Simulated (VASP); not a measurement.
Runs of VASP 6.6.1 on Bi. The structure is that of space group P6_3/mmc (No. 194), or close to it. The cells are those of the table. This isn't the form of Bi at room conditions, which is rhombohedral.

```tsv
task	cell	k mesh	cutoff (eV)	gap on the mesh (eV)	pressure (GPa)
single point	a = 4.401, b = 4.401, c = 4.231 Å, angles 90.0, 90.0, 120.0°, 2 atoms	12 × 12 × 10	520	none	(a)
relaxation of shape and atoms at fixed volume	relaxed from a = 4.238, b = 4.238, c = 4.165 Å, angles 90.0, 90.0, 120.0°, 2 atoms	12 × 12 × 10	600	none	3.3
single point	a = 4.459, b = 4.459, c = 4.243 Å, angles 90.0, 90.0, 120.0°, 2 atoms	12 × 12 × 10	520	none	-2.3
single point	a = 4.282, b = 4.282, c = 4.209 Å, angles 90.0, 90.0, 120.0°, 2 atoms	12 × 12 × 10	520	none	1.5
single point	a = 4.537, b = 4.537, c = 5.200 Å, angles 90.0, 90.0, 120.0°, 2 atoms	6 × 6 × 4	520	none	-7.9
```

Alike in all rows: level r2SCAN; potentials or basis VASP PAW PBE potentials, release 64 (Bi_d); no spin polarisation; smearing gaussian 0.1 eV.

Question: Estimate the missing entries.

Answer: (a) -1.3.

Caveats: the PAW data sets were made with another functional, which shifts forces and pressure a little; spin-orbit coupling is left out, which moves the levels of the heavy elements; the stress differs along the axes, from -12 to -6 GPa (at least some runs).

A k mesh can miss the band edges, and the runs leave out spin-orbit coupling on Bi.

A gap of «none» marks levels without a gap at the run's occupations.
